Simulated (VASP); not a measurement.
# CoSi2 (I4/mmm) in VASP: further runs, part 2 of 2

VASP 6.6.1.

## (4) Single point, PBE (biaxial strain in the a-b plane: -3.0 %, then relaxed in part)

Input file INCAR:

```
PREC     = Accurate       # precision mode
ENCUT    = 520            # plane-wave cutoff, eV
EDIFF    = 1E-6           # SCF threshold, eV
ISMEAR   = 0              # smearing method
SIGMA    = 0.1            # smearing width, eV
LREAL    = F              # projectors in reciprocal space
LASPH    = T              # aspherical terms in the spheres
NELM     = 80             # most SCF steps
ALGO     = Normal         # electronic algorithm
ISIF     = 2              # what is computed and relaxed
LWAVE    = F              # write WAVECAR
LCHARG   = F              # write CHGCAR
GGA      = PE             # functional
NBANDS   = 26             # bands
```

Input file KPOINTS:

```
Automatic mesh
0
Gamma
  10 10 8
```

Input file POSCAR:

```
CoSi2
1.0
    2.5995408866      2.5995408866      0.0000000000
   -2.5995408866      2.5995408866      0.0000000000
    0.0000000000      0.0000000000      5.5782997346
Co Si
2 4
Direct
    0.0000000000      0.0000000000      0.0000000000
    0.5000000000      0.5000000000      0.5000000000
    0.0000000000      0.5000000000      0.7500000000
    0.5000000000      0.0000000000      0.7500000000
    0.5000000000      0.0000000000      0.2500000000
    0.0000000000      0.5000000000      0.2500000000
```

Potentials or basis: VASP PAW PBE potentials, release 64 (Co, Si).

The run is started by

```bash
cat potpaw_PBE.64/Co/POTCAR potpaw_PBE.64/Si/POTCAR > POTCAR
mpirun -np 1 vasp_std > vasp.out
```

OUTCAR:

```text
PREC = Accurate
   ENCUT = 520
   EDIFF = 1E-6
   ISMEAR = 0
   LREAL = F
   LASPH = T
   NELM = 80
   ISIF = 2
   GGA = PE

 ion  position               nearest neighbor table
   1  0.000  0.000  0.000-   3 2.31   4 2.31   5 2.31   6 2.31   3 2.31   6 2.31   4 2.31   5 2.31

   2  0.500  0.500  0.500-   3 2.31   4 2.31   5 2.31   6 2.31   4 2.31   5 2.31   3 2.31   6 2.31

   3  0.000  0.500  0.750-   1 2.31   2 2.31   1 2.31   2 2.31   4 2.60   4 2.60   4 2.60   4 2.60
                             6 2.79   6 2.79
   4  0.500  0.000  0.750-   1 2.31   2 2.31   2 2.31   1 2.31   3 2.60   3 2.60   3 2.60   3 2.60
                             5 2.79   5 2.79
   5  0.500  0.000  0.250-   1 2.31   2 2.31   2 2.31   1 2.31   6 2.60   6 2.60   6 2.60   6 2.60
                             4 2.79   4 2.79
   6  0.000  0.500  0.250-   1 2.31   2 2.31   1 2.31   2 2.31   5 2.60   5 2.60   5 2.60   5 2.60
                             3 2.79   3 2.79

  LATTYP: Found a simple tetragonal cell.
 ALAT       =     3.6763059778
 C/A-ratio  =     1.5173654664

  Lattice vectors:

 A1 = (   2.5995408866,   2.5995408866,   0.0000000000)
 A2 = (  -2.5995408866,   2.5995408866,   0.0000000000)
 A3 = (   0.0000000000,   0.0000000000,   5.5782997346)
[... 204 lines left out ...]
 fundamental gap:      0.0280503263
 Fermi energy:        10.3375666228

 k-point     1 :       0.0000    0.0000    0.0000
  band No.  band energies     occupation
      1      -2.9464      2.00000
      2       0.5259      2.00000
      3       3.0215      2.00000
      4       4.4396      2.00000
      5       6.0936      2.00000
      6       6.0936      2.00000
[... 685 lines left out ...]
     25      15.9010      0.00000
     26      16.5023      0.00000

 [... further k-points ...]

------------------------ aborting loop because EDIFF is reached ----------------------------------------

  FORCE on cell =-STRESS in cart. coord.  units (eV):
  Direction    XX          YY          ZZ          XY          YZ          ZX
  --------------------------------------------------------------------------------------
  -------------------------------------------------------------------------------------
  Total        2.9123196      2.9123196     -0.0586103      0.0000000      0.0000000     -0.0000000
  in kB       61.8905679     61.8905679     -1.2455456      0.0000000      0.0000000     -0.0000000
  external PRESSURE =      40.8451967 kB  Pullay stress =       0.0000000 kB

 VOLUME and BASIS-vectors are now :
 -----------------------------------------------------------------------------
  energy-cutoff  :      520.00
  volume of cell :       75.39
      direct lattice vectors                 reciprocal lattice vectors
     2.599540887  2.599540887  0.000000000     0.192341656  0.192341656  0.000000000
    -2.599540887  2.599540887  0.000000000    -0.192341656  0.192341656  0.000000000
     0.000000000  0.000000000  5.578299735     0.000000000  0.000000000  0.179266093

 POSITION                                       TOTAL-FORCE (eV/Angst)
 -----------------------------------------------------------------------------------
      0.00000      0.00000      0.00000        -0.000000      0.000000      0.000000
      0.00000      2.59954      2.78915         0.000000     -0.000000     -0.000000
     -1.29977      1.29977      4.18372        -0.000000      0.000000      0.000000
      1.29977      1.29977      4.18372        -0.000000      0.000000      0.000000
      1.29977      1.29977      1.39457        -0.000000      0.000000      0.000000
     -1.29977      1.29977      1.39457        -0.000000      0.000000      0.000000
 -----------------------------------------------------------------------------------
    total drift:                               -0.000000      0.000000      0.000000

  FREE ENERGIE OF THE ION-ELECTRON SYSTEM (eV)
  ---------------------------------------------------
  free  energy   TOTEN  =       -38.5103276315 eV

  energy  without entropy=      -38.4999884541  energy(sigma->0) =      -38.50515804
```

OSZICAR:

```text
N       E                     dE             d eps       ncg     rms          rms(c)
DAV:   1     0.192239217529E+03    0.19224E+03   -0.14090E+04  5460   0.132E+03
DAV:   2    -0.270640774918E+02   -0.21930E+03   -0.20583E+03  5504   0.290E+02
DAV:   3    -0.409365315496E+02   -0.13872E+02   -0.13276E+02  6836   0.844E+01
DAV:   4    -0.413711291953E+02   -0.43460E+00   -0.43189E+00  6812   0.142E+01
DAV:   5    -0.413871487266E+02   -0.16020E-01   -0.16008E-01  7472   0.275E+00    0.207E+01
DAV:   6    -0.484070275637E+02   -0.70199E+01   -0.56926E+01  6778   0.127E+02    0.250E+01
DAV:   7    -0.384214185515E+02    0.99856E+01   -0.26982E+01  6640   0.104E+02    0.569E+00
DAV:   8    -0.386384456372E+02   -0.21703E+00   -0.34244E+00  6358   0.961E+00    0.358E+00
DAV:   9    -0.385117388208E+02    0.12671E+00   -0.30853E-01  6874   0.899E+00    0.887E-01
DAV:  10    -0.385107022167E+02    0.10366E-02   -0.24362E-02  6762   0.116E+00    0.390E-01
DAV:  11    -0.385103405142E+02    0.36170E-03   -0.31577E-03  7194   0.835E-01    0.119E-01
DAV:  12    -0.385103569131E+02   -0.16399E-04   -0.56947E-04  7362   0.370E-01    0.585E-02
DAV:  13    -0.385103283716E+02    0.28542E-04   -0.90550E-05  7960   0.143E-01    0.259E-02
DAV:  14    -0.385103273336E+02    0.10379E-05   -0.14187E-05  8400   0.381E-02    0.680E-03
DAV:  15    -0.385103276315E+02   -0.29783E-06   -0.62069E-07  3250   0.624E-03
   1 F= -.38510328E+02 E0= -.38505158E+02  d E =-.103392E-01
```

stdout:

```text
POSCAR found type information on POSCAR CoSi
 POSCAR found :  2 types and       6 ions
 scaLAPACK will be used
 LDA part: xc-table for (Slater+PW92), standard interpolation
 POSCAR, INCAR and KPOINTS ok, starting setup
 FFT: planning ... GRIDC
 FFT: planning ... GRID_SOFT
 FFT: planning ... GRID
 WAVECAR not read
 entering main loop
```

It took 1.7 min on 1 thread of Intel Xeon 6975P-C (Granite Rapids), shared host; peak memory 0.29 GiB.

Results:

```yaml
Free_energy: -38.5103 eV
Pressure: 4.1 GPa
Band_gap_on_the_k_mesh: zero (bands 17 and 18 overlap by 3.34 eV)
```

Levels at points of the mesh, in eV from the Fermi level:
| k point | band 15 | band 16 | band 17 | band 18 | band 19 | band 20 |
| --- | --- | --- | --- | --- | --- | --- |
| (0.00, 0.00, 0.00) | -1.30 | 0.99 | 1.99 | 2.86 | 3.14 | 3.17 |
| (0.50, 0.00, 0.00) | -1.33 | -1.33 | 0.50 | 0.50 | 2.97 | 2.97 |
| (0.50, 0.50, 0.00) | -1.77 | -1.77 | -1.34 | -1.34 | 1.48 | 1.48 |
| (0.00, 0.00, 0.50) | -0.26 | -0.26 | -0.26 | -0.26 | 1.74 | 1.74 |
| (0.50, 0.00, 0.50) | -0.79 | -0.79 | -0.22 | -0.22 | 2.87 | 2.87 |
| (0.50, 0.50, 0.50) | -1.36 | -1.36 | -0.84 | -0.84 | 3.40 | 3.40 |

Caveat: the cell differs from its parent crystal (biaxial strain in the a-b plane: -3.0 %, then relaxed in part); the cell stands under pressure; the run has no spin polarisation, though such a crystal can be magnetic. Spin polarisation is off, so any magnetic state and its effect on volume and gap are missing.

## (5) Overview

```csv
cell,gap on the mesh (eV),pressure (GPa)
"a = 3.619, b = 3.619, c = 5.505 Å, 6 atoms",none,13.8
"a = 3.619, b = 3.619, c = 5.705 Å, 6 atoms",none,6.2
"a = 3.676, b = 3.676, c = 5.578 Å, 6 atoms",none,4.1
```

Alike in all rows: task single point; level PBE; potentials or basis VASP PAW PBE potentials, release 64 (Co, Si); no spin polarisation; k mesh 10 × 10 × 8; cutoff (eV) 520; smearing gaussian 0.1 eV.

Caveats: the cell stands under pressure; the run has no spin polarisation, though such a crystal can be magnetic.

Absolute energies hang on the potentials; compare differences alone.
